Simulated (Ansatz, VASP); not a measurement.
## One calculation of Zr, two programs

```
CELL_PARAMETERS angstrom
3.19000 0.00000 0.00000
-1.59500 2.76262 0.00000
0.00000 0.00000 5.11000
ATOMIC_POSITIONS crystal
Zr 0.33333 0.66667 0.25000
Zr 0.66667 0.33333 0.75000
```

Alike in both runs: task single point; functional PBEsol; dispersion D4; k mesh 6 × 6 × 4; occupations gaussian, width 0.1 eV; no spin polarisation.

|  | VASP | Ansatz |
| --- | --- | --- |
| version | VASP 6.6.1 | Ansatz 0.2.0 |
| potentials or method | VASP PAW PBE potentials, release 64 (Zr_sv), cutoff 500 eV | scalar-relativistic, plane waves, PAW |
| valence electrons in the cell | 24 | 24 |

```csv
,VASP,Ansatz,Ansatz less VASP
gap on the k mesh at the Fermi level (eV),none,none,-
pressure (GPa),-1.2,-1.3,-0.04
"traceless stress, the component that is largest in VASP (GPa)",0.29,0.29,-0.003
```

VASP's potentials were made for PBE, not for PBEsol, and Ansatz warns of the same on its side. A gap of «none» marks a metal or a gap that the smearing closes.

The k mesh is coarse, so the values compare programs but aren't converged.
